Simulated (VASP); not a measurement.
Input of a VASP 6.6.1 run:

File INCAR:

```
  PREC = Accurate
  ENCUT = 520
  EDIFF = 1E-6
  ISMEAR = 0
  SIGMA = 0.1
  LREAL = False
  LASPH = True
  NELM = 80
  ALGO = Normal
  ISIF = 2
  LWAVE = False
  LCHARG = True
  GGA = PE
  LELF = True
  LVHAR = True
  NBANDS = 34
```

KPOINTS

```
regular mesh
0
Gamma
  12 12 2
```

File POSCAR:

```
TiMoSe4
1.0
    3.4024677334      0.0000000000      0.0000000000
   -1.7012338667      2.9466234926      0.0000000000
    0.0000000000      0.0000000000     14.3696271810
Ti Mo Se
1 1 4
Direct
    0.6666666667      0.3333333333      0.5000000000
    0.6666666667      0.3333333333      0.0000000000
    0.3333333333      0.6666666667      0.6142609836
    0.0000000000      0.0000000000      0.8858242029
    0.0000000000      0.0000000000      0.1141757971
    0.3333333333      0.6666666667      0.3857390164
```

Potentials or basis: VASP PAW PBE potentials, release 64 (Ti_sv, Mo_sv, Se).

The run is started by

```bash
$ cat potpaw_PBE.64/Ti_sv/POTCAR potpaw_PBE.64/Mo_sv/POTCAR potpaw_PBE.64/Se/POTCAR > POTCAR
$ mpirun -np 1 vasp_std > vasp.out
```

Task: What does it give for the band gap on the k mesh?

Result: 0.03 eV (least direct gap 0.68 eV).

Task: What does it give for the largest force?

Result: 0.028 eV/Å.

Task: Estimate the pressure.

Result: 0.2 GPa.

Forces on the atoms (eV/Å):
```
Ti   0.000  0.000  0.000
Mo   0.000  0.000  0.000
Se   0.000  0.000  0.021
Se   0.000  0.000 -0.028
Se   0.000  0.000  0.028
Se   0.000  0.000 -0.021
```

Caveat: the smearing spreads over this small gap; this functional lacks dispersion, which binds layers or chains, so the pressure and a relaxed spacing across them are unreliable. A k mesh can miss the band edges.
